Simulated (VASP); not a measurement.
Here is a VASP 6.6.1 calculation.

File INCAR:

```
PREC     = Accurate       # precision mode
ENCUT    = 600            # plane-wave cutoff, eV
EDIFF    = 1E-6           # SCF threshold, eV
ISMEAR   = -1             # smearing method
SIGMA    = 0.05           # smearing width, eV
LREAL    = F              # projectors in reciprocal space
LASPH    = T              # aspherical terms in the spheres
NELM     = 100            # most SCF steps
ALGO     = Normal         # electronic algorithm
ISIF     = 3              # what is computed and relaxed
LWAVE    = F              # write WAVECAR
LCHARG   = F              # write CHGCAR
GGA      = PE             # functional
IBRION   = 2              # ionic algorithm
NSW      = 80             # ionic steps
EDIFFG   = -0.005         # ionic threshold
```

Contents of KPOINTS:

```
regular mesh
0
Gamma
  11 11 11
```

The input POSCAR:

```
Ti
1.0
   -1.6410000000      1.6410000000      1.6410000000
    1.6410000000     -1.6410000000      1.6410000000
    1.6410000000      1.6410000000     -1.6410000000
Ti
1
Direct
    0.0000000000      0.0000000000      0.0000000000
```

Potentials or basis: VASP PAW PBE potentials, release 64 (Ti_sv).

Command:

```console
$ cat potpaw_PBE.64/Ti_sv/POTCAR > POTCAR
$ mpirun -np 1 vasp_std > vasp.out
```

Problem. Estimate the space group after relaxing (to 0.05 Å).

Solution. Im-3m (No. 229).

Problem. What does it give for the relaxed volume?

Solution. 17.20 Å³/atom.

Problem. Estimate the relaxed cell.

Solution. a = 2.816 Å, b = 2.816 Å, c = 2.816 Å, α = 109.47°, β = 109.47°, γ = 109.47°.

The path:
```
step  energy change (eV)  largest force (eV/Å)  pressure (GPa)  volume (Å³)
   1              0.0000                0.0000           -2.71        17.68
   2             -0.0027                0.0000            1.73        16.92
   3             -0.0042                0.0000            0.02        17.20
```
